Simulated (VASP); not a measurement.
SrO: single point with r2SCAN

SrO:

```
CELL_PARAMETERS angstrom
0.00000 2.59763 2.59763
2.59763 0.00000 2.59763
2.59763 2.59763 0.00000
ATOMIC_POSITIONS crystal
Sr 0.50000 0.50000 0.50000
O 0.00000 0.00000 0.00000
```

```json
{
 "Program": "VASP 6.6.1",
 "Task": "single point",
 "Functional": "r2SCAN",
 "Potentials or basis": "VASP PAW PBE potentials, release 64 (Sr_sv, O)",
 "Cutoff": "520 eV",
 "k mesh": "10 × 10 × 10",
 "Occupations": "fermi-dirac, width 0.02 eV",
 "Spin": "no spin polarisation"
}
```

- Pressure: -1.4 GPa
- Band gap on the k mesh: 3.76 eV (least direct gap 3.86 eV)

Levels at points of the mesh, in eV from the valence-band top:
```tsv
k point	band 6	band 7	band 8	band 9	band 10	band 11
(0.00, 0.00, 0.00)	0.00	0.00	0.00	4.43	6.71	6.71
(0.50, 0.00, 0.00)	-2.06	-1.07	-1.07	6.97	8.82	9.30
(0.50, 0.50, 0.00)	-0.48	-0.11	-0.11	3.76	8.28	10.71
```

It took 3.3 min on 1 thread of AMD EPYC 7R13, on a shared host, peak memory 0.15 GiB.

Caveat: the PAW data sets were made with another functional, which shifts forces and pressure a little. A k mesh can miss the band edges.
